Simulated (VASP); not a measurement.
# AlAs: single point with LDA

Crystal: AlAs.

```
Al As
1.0
     4.00279    0.00000    0.00000
     2.00140    3.46652    0.00000
     2.00140    1.15551    3.26826
Al As
1 1
Direct
  0.00000 0.00000 0.00000
  0.25000 0.25000 0.25000
```

```yaml
Program: VASP 6.6.1
Task: single point
Functional: LDA
Potentials_or_basis: VASP PAW LDA potentials, release 64 (Al, As)
Cutoff: 500 eV
k_mesh: 6 × 6 × 6
Occupations: gaussian, width 0.01 eV
Spin: no spin polarisation
```

| Property | Result |
| --- | --- |
| Pressure | -0.9 GPa |
| Band gap on the k mesh | 1.33 eV, indirect (least direct gap 1.88 eV) |

Levels at points of the mesh, in eV from the valence-band top:
| k point | band 1 | band 2 | band 3 | band 4 | band 5 | band 6 | band 7 | band 8 |
| --- | --- | --- | --- | --- | --- | --- | --- | --- |
| (0.00, 0.00, 0.00) | -11.89 | 0.00 | 0.00 | 0.00 | 1.88 | 4.24 | 4.24 | 4.24 |
| (0.50, 0.00, 0.00) | -10.48 | -5.60 | -0.83 | -0.83 | 2.02 | 4.63 | 4.63 | 7.58 |
| (0.50, 0.50, 0.00) | -9.93 | -5.45 | -2.18 | -2.18 | 1.33 | 2.19 | 10.20 | 10.20 |

Wall time 3.4 s on 1 thread of Intel(R) Xeon(R) 6975P-C (Granite Rapids) (shared host), peak memory 0.14 GiB.

A k mesh can miss the band edges. A hybrid or GW would open this gap; LDA tends to underestimate it.
